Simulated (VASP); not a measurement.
A run of VASP 6.6.1:

The input INCAR:

```
PREC = Accurate
ENCUT = 600
EDIFF = 1E-6
ISMEAR = 0
SIGMA = 0.1
LREAL = False
LASPH = True
NELM = 100
ALGO = Normal
ISIF = 3
LWAVE = False
LCHARG = False
GGA = PE
IBRION = 2
NSW = 90
EDIFFG = -0.04
```

KPOINTS

```
Automatic mesh
0
Gamma
  6 6 2
```

POSCAR

```
HfMg3Cu
1.0
    3.6718348713      0.0000000000      0.0000000000
    0.0000000000      3.6718348713      0.0000000000
    0.0000000000      0.0000000000      8.2948600285
Mg Hf Cu
3 1 1
Direct
    0.5000000000      0.5000000000      0.5000000000
    0.0000000000      0.0000000000      0.2943711060
    0.0000000000      0.0000000000      0.7056288940
    0.5000000000      0.5000000000      0.0000000000
    0.0000000000      0.0000000000      0.0000000000
```

Potentials or basis: VASP PAW PBE potentials, release 64 (Mg, Hf_pv, Cu).

Command:

```sh
$ cat potpaw_PBE.64/Mg/POTCAR potpaw_PBE.64/Hf_pv/POTCAR potpaw_PBE.64/Cu/POTCAR > POTCAR
$ mpirun -np 1 vasp_std > vasp.out
```

Hardware: 1 thread of Intel(R) Xeon(R) Platinum 8488C (Sapphire Rapids), on a shared host.

Problem. How long does it take, and how much memory?

Solution. Wall time 2.7 min on 1 thread of Intel(R) Xeon(R) Platinum 8488C (Sapphire Rapids), on a shared host, peak memory 0.29 GiB. Counts: scf iterations 61, k points 20, ion steps 6.
